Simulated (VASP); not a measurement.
Write the native input for VASP 6.6.1 that does the following.

```
Task                   : single point
Functional             : PBE
Potentials or basis    : VASP PAW PBE potentials, release 64 (K_sv, Sn_d)
Cutoff                 : 520 eV
k mesh                 : 4 × 4 × 4
Occupations            : gaussian, width 0.1 eV
Spin                   : no spin polarisation
Dipole correction      : no
Further INCAR settings : ALGO = Normal; EDIFF = 1e-06; NBANDS = 33
```

The structure of K4Sn lies in POSCAR:

```
K4Sn
1.0
   -3.4542582500      3.4542582500      3.4542582500
    3.4542582500     -3.4542582500      3.4542582500
    3.4542582500      3.4542582500     -3.4542582500
K Sn
4 1
Direct
    0.5618423900      0.5618423900      0.5618423900
    0.4381576100      0.0000000000      0.0000000000
    0.0000000000      0.0000000000      0.4381576100
    0.0000000000      0.4381576100      0.0000000000
    0.0000000000      0.0000000000      0.0000000000
```

These files were run (other wordings do the same):

INCAR

```
  PREC = Accurate
  ENCUT = 520
  EDIFF = 1E-6
  ISMEAR = 0
  SIGMA = 0.1
  LREAL = F
  LASPH = T
  NELM = 100
  ALGO = Normal
  ISIF = 2
  LWAVE = F
  LCHARG = F
  GGA = PE
  NBANDS = 33
```

KPOINTS

```
regular mesh
0
Gamma
  4 4 4
```

Potentials or basis: VASP PAW PBE potentials, release 64 (K_sv, Sn_d).

The run is started by

```console
$ cat potpaw_PBE.64/K_sv/POTCAR potpaw_PBE.64/Sn_d/POTCAR > POTCAR
$ mpirun -np 1 vasp_std > vasp.out
```

Results of the run:

```
Pressure               : 17.7 GPa
Largest force          : 2.979 eV/Å
Band gap on the k mesh : zero (bands 25 and 26 overlap by 0.54 eV)
```

Caveat: the cell stands under pressure; spin-orbit coupling is left out, which moves the levels of the heavy elements; forces of over 1 eV/Å act on the atoms, so gaps and moduli don't describe the material at rest.

Run time: 34 s on 1 thread of Intel(R) Xeon(R) 6975P-C (Granite Rapids) (shared host), peak memory 0.32 GiB.
